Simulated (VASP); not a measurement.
# Zn3CdPt (Pm-3m) in VASP: a series of runs

The runs below take Zn3CdPt through single point, relaxation of cell and atoms, with PBE.

Everything below comes from runs of VASP 6.6.1. Logs are shortened: lines on timing, memory, paths and dates and some standing lists are left out, and cuts for length are marked.

### 1 The cell of the first run

The structure is cubic, space group Pm-3m (No. 221). The conventional cell has a = 4.873 Å, b = 4.873 Å, c = 4.873 Å, α = 90.00°, β = 90.00°, γ = 90.00°. Zn (site symmetry 4/mmm) has 2 Pt at 2.44 Å within 3.2 Å. Within 4.5 Å of Cd (site symmetry m-3m) lie 12 Zn at 3.45 Å and 8 Pt at 4.22 Å. Within 3.2 Å of Pt (site symmetry m-3m) lie 6 Zn at 2.44 Å.

The cell was built from a structure type or drawn by symmetry, and may not be a known phase.

### 2 Single point, PBE

Input file INCAR:

```
PREC = Accurate
ENCUT = 520
EDIFF = 1E-7
ISMEAR = 0
SIGMA = 0.1
LREAL = F
LASPH = T
NELM = 100
ALGO = Normal
ISIF = 2
LWAVE = F
LCHARG = F
GGA = PE
NBANDS = 37
```

Input file KPOINTS:

```
regular mesh
0
Gamma
  8 8 8
```

Input file POSCAR:

```
Zn3CdPt
1.0
    4.8728486919      0.0000000000      0.0000000000
    0.0000000000      4.8728486919      0.0000000000
    0.0000000000      0.0000000000      4.8728486919
Zn Cd Pt
3 1 1
Direct
    0.5000000000      0.5000000000      0.0000000000
    0.0000000000      0.5000000000      0.5000000000
    0.5000000000      0.0000000000      0.5000000000
    0.0000000000      0.0000000000      0.0000000000
    0.5000000000      0.5000000000      0.5000000000
```

Potentials or basis: VASP PAW PBE potentials, release 64 (Zn, Cd, Pt).

The run is started by

```sh
$ cat potpaw_PBE.64/Zn/POTCAR potpaw_PBE.64/Cd/POTCAR potpaw_PBE.64/Pt/POTCAR > POTCAR
$ mpirun -np 1 vasp_std > vasp.out
```

OUTCAR:

```text
PREC = Accurate
   ENCUT = 520
   EDIFF = 1E-7
   ISMEAR = 0
   LREAL = F
   LASPH = T
   NELM = 100
   ISIF = 2
   GGA = PE

 ion  position               nearest neighbor table
   1  0.500  0.500  0.000-   5 2.44   5 2.44
   2  0.000  0.500  0.500-   5 2.44   5 2.44
   3  0.500  0.000  0.500-   5 2.44   5 2.44
   4  0.000  0.000  0.000-
   5  0.500  0.500  0.500-   1 2.44   2 2.44   3 2.44   1 2.44   3 2.44   2 2.44

  LATTYP: Found a simple cubic cell.
 ALAT       =     4.8728486919

  Lattice vectors:

 A1 = (   4.8728486919,   0.0000000000,   0.0000000000)
 A2 = (   0.0000000000,   4.8728486919,   0.0000000000)
 A3 = (   0.0000000000,   0.0000000000,   4.8728486919)

Analysis of symmetry for initial positions (statically):
=====================================================================
 Subroutine PRICEL returns:
 Original cell was already a primitive cell.

 Routine SETGRP: Setting up the symmetry group for a
 simple cubic supercell.

 Subroutine GETGRP returns: Found 48 space group operations
 (whereof 48 operations were pure point group operations)
 out of a pool of 48 trial point group operations.

The static configuration has the point symmetry O_h .

Analysis of symmetry for dynamics (positions and initial velocities):
=====================================================================
 Subroutine PRICEL returns:
 Original cell was already a primitive cell.

 Routine SETGRP: Setting up the symmetry group for a
 simple cubic supercell.

 Subroutine GETGRP returns: Found 48 space group operations
 (whereof 48 operations were pure point group operations)
 out of a pool of 48 trial point group operations.

The dynamic configuration has the point symmetry O_h .

 Subroutine INISYM returns: Found 48 space group operations
 (whereof 48 operations are pure point group operations),
 and found     1 'primitive' translations

----------------------------------------------------------------------------------------

                                     Primitive cell

  volume of cell :     115.7041

  direct lattice vectors                    reciprocal lattice vectors
     4.872848692  0.000000000  0.000000000     0.205218767  0.000000000  0.000000000
     0.000000000  4.872848692  0.000000000     0.000000000  0.205218767  0.000000000
     0.000000000  0.000000000  4.872848692     0.000000000  0.000000000  0.205218767

  length of vectors
[... 83 lines left out ...]
   LNONCOLLINEAR =      F non collinear calculations
   LSORBIT =      F    spin-orbit coupling
   LASPH  =      T    aspherical Exc in radial PAW
   ENCUT  =  520.0 eV  38.22 Ry    6.18 a.u.   9.06  9.06  9.06*2*pi/ulx,y,z
   NELM   =    100;   NELMIN=  2; NELMDL= -5     # of ELM steps
   EDIFF  = 0.1E-06   stopping-criterion for ELM
   LREAL  =      F    real-space projection
   EDIFFG = 0.1E-05   stopping-criterion for IOM
   NSW    =      0    number of steps for IOM
   IBRION =     -1    ionic relax: 0-MD 1-quasi-New 2-CG
   NFREE  =      0    steps in history (QN), initial steepest desc. (CG)
   ISIF   =      2    stress and relaxation
   ISYM   =      2    0-nonsym 1-usesym 2-fastsym
   POTIM  = 0.5000    time-step for ionic-motion
   TEBEG  =    0.0;   TEEND  =   0.0 temperature during run
   PSTRESS=    0.0 pullay stress
   NELECT =      58.0000    total number of electrons
   NUPDOWN=      -1.0000    fix difference up-down
   EMIN   =  10.00;   EMAX   =-10.00  energy-range for DOS
   EFERMI =   0.00;   METHOD = LEGACY
   ISMEAR =     0;   SIGMA  =   0.10  broadening in eV -4-tet -1-fermi 0-gaus
   EFERMI_NEDOS =   21; number of points for ismear=-14 and -15
   IALGO  =     38    algorithm
   IMIX   =      4    mixing-type and parameters
     AMIX     =   0.40;   BMIX     =  1.00
     AMIX_MAG =   1.60;   BMIX_MAG =  1.00
  volume/ion in A,a.u.               =      23.14       156.16
  Fermi-wavevector in a.u.,A,eV,Ry     =   1.300473  2.457537 23.010570  1.691229
  Thomas-Fermi vector in A             =   2.431669
   LORBIT       =      0    0 simple, 1 ext, 2 COOP (PROOUT), +10 PAW based schemes
   GGA     = PE    functional components
   LHFCALC =     F    Hartree Fock is set to
   AEXX    =    0.0000 exact exchange contribution
   IVDW    =     0    specifies the selected vdW correction
   LEPSILON=     F    determine dielectric tensor
   LRPA    =     F    only Hartree local field effects (RPA)
 non-spin polarized calculation
 Gauss-broadening in eV      SIGMA  =   0.10
  energy-cutoff  :      520.00
  volume of cell :      115.70
 maximum number of plane-waves:      3136
   NGX = 19   NGY = 19   NGZ = 19

 number of electron      58.0000022 magnetization

 Free energy of the ion-electron system (eV)
  ---------------------------------------------------
  ext. energy  EPLUGINS =         0.00000000
  ---------------------------------------------------
  free energy    TOTEN  =       -10.25095330 eV

  energy without entropy =      -10.24412891  energy(sigma->0) =      -10.24754111

 E-fermi :   1.7950     XC(G=0):  -9.8176

 val. band max:        1.7940807208   @ k =   0.5000   0.1250   0.0000
 cond. band min:       1.8403163060   @ k =   0.5000   0.1250   0.1250
 fundamental gap:      0.0462355852
 Fermi energy:         1.7950000870

 k-point     1 :       0.0000    0.0000    0.0000
  band No.  band energies     occupation
      1      -6.3932      2.00000
      2      -6.3932      2.00000
      3      -6.3594      2.00000
      4      -6.3594      2.00000
      5      -6.3594      2.00000
      6      -6.2201      2.00000
[... 949 lines left out ...]
     36       8.0141      0.00000
     37       8.3832      0.00000

 [... further k-points ...]
[... 5 lines left out ...]
  --------------------------------------------------------------------------------------
  -------------------------------------------------------------------------------------
  Total        0.1308044      0.1308044      0.1308044     -0.0000000     -0.0000000      0.0000000
  in kB        1.8112744      1.8112744      1.8112744     -0.0000000     -0.0000000      0.0000000
  external PRESSURE =       1.8112744 kB  Pullay stress =       0.0000000 kB

 VOLUME and BASIS-vectors are now :
 -----------------------------------------------------------------------------
  energy-cutoff  :      520.00
  volume of cell :      115.70
      direct lattice vectors                 reciprocal lattice vectors
     4.872848692  0.000000000  0.000000000     0.205218767  0.000000000  0.000000000
     0.000000000  4.872848692  0.000000000     0.000000000  0.205218767  0.000000000
     0.000000000  0.000000000  4.872848692     0.000000000  0.000000000  0.205218767

 POSITION                                       TOTAL-FORCE (eV/Angst)
 -----------------------------------------------------------------------------------
      2.43642      2.43642      0.00000         0.000000      0.000000      0.000000
      0.00000      2.43642      2.43642         0.000000      0.000000      0.000000
      2.43642      0.00000      2.43642         0.000000      0.000000      0.000000
      0.00000      0.00000      0.00000         0.000000      0.000000      0.000000
      2.43642      2.43642      2.43642         0.000000      0.000000      0.000000
 -----------------------------------------------------------------------------------
    total drift:                                0.000000      0.000000      0.000000

  FREE ENERGIE OF THE ION-ELECTRON SYSTEM (eV)
  ---------------------------------------------------
  free  energy   TOTEN  =       -10.2509533047 eV

  energy  without entropy=      -10.2441289147  energy(sigma->0) =      -10.24754111
```

OSZICAR:

```text
N       E                     dE             d eps       ncg     rms          rms(c)
DAV:   1     0.458483320165E+03    0.45848E+03   -0.28090E+04  2590   0.196E+03
DAV:   2     0.310482272516E+02   -0.42744E+03   -0.40797E+03  2621   0.440E+02
DAV:   3    -0.981323152331E+01   -0.40861E+02   -0.39929E+02  2846   0.136E+02
DAV:   4    -0.107665598589E+02   -0.95333E+00   -0.95169E+00  2870   0.211E+01
DAV:   5    -0.107740404809E+02   -0.74806E-02   -0.74800E-02  3074   0.164E+00    0.770E+00
DAV:   6    -0.103520640246E+02    0.42198E+00   -0.87917E-01  3044   0.132E+01    0.489E+00
DAV:   7    -0.102576759370E+02    0.94388E-01   -0.38209E-01  2710   0.411E+00    0.108E+00
DAV:   8    -0.102512971646E+02    0.63788E-02   -0.45614E-02  3247   0.235E+00    0.426E-01
DAV:   9    -0.102508796288E+02    0.41754E-03   -0.57069E-03  2777   0.617E-01    0.207E-01
DAV:  10    -0.102509360067E+02   -0.56378E-04   -0.57228E-04  2804   0.153E-01    0.647E-02
DAV:  11    -0.102509518376E+02   -0.15831E-04   -0.12825E-04  2912   0.769E-02    0.150E-02
DAV:  12    -0.102509543634E+02   -0.25258E-05   -0.28569E-05  2788   0.358E-02    0.117E-02
DAV:  13    -0.102509532962E+02    0.10672E-05   -0.12067E-05  2903   0.220E-02    0.174E-03
DAV:  14    -0.102509533047E+02   -0.85602E-08   -0.56998E-07  2570   0.404E-03
   1 F= -.10250953E+02 E0= -.10247541E+02  d E =-.682439E-02
```

Run time: 66 s. Hardware: 1 thread of AMD EPYC 9R45 (Zen 5), shared host; peak memory 0.27 GiB.

Results:

- Free energy: -10.2510 eV
- Pressure: 0.2 GPa
- Band gap on the k mesh: zero (bands 29 and 30 overlap by 2.63 eV)

Levels at points of the mesh, in eV from the Fermi level:
| k point | band 25 | band 26 | band 27 | band 28 | band 29 | band 30 | band 31 | band 32 | band 33 | band 34 |
| --- | --- | --- | --- | --- | --- | --- | --- | --- | --- | --- |
| (0.00, 0.00, 0.00) | -2.28 | -2.28 | -0.56 | -0.41 | -0.41 | -0.41 | 2.43 | 2.43 | 5.19 | 5.19 |
| (0.50, 0.00, 0.00) | -2.76 | -2.76 | -2.29 | 0.34 | 1.08 | 1.08 | 2.60 | 2.82 | 2.82 | 2.97 |
| (0.50, 0.50, 0.00) | -3.55 | -3.48 | -2.72 | -2.72 | -1.67 | 2.25 | 3.01 | 3.01 | 4.02 | 4.11 |
| (0.50, 0.50, 0.50) | -3.56 | -3.56 | -2.52 | -2.52 | -2.52 | -1.50 | 0.43 | 0.43 | 0.43 | 9.10 |

Caveat: spin-orbit coupling is left out, which moves the levels of the heavy elements.

[end of part 1 of 2]
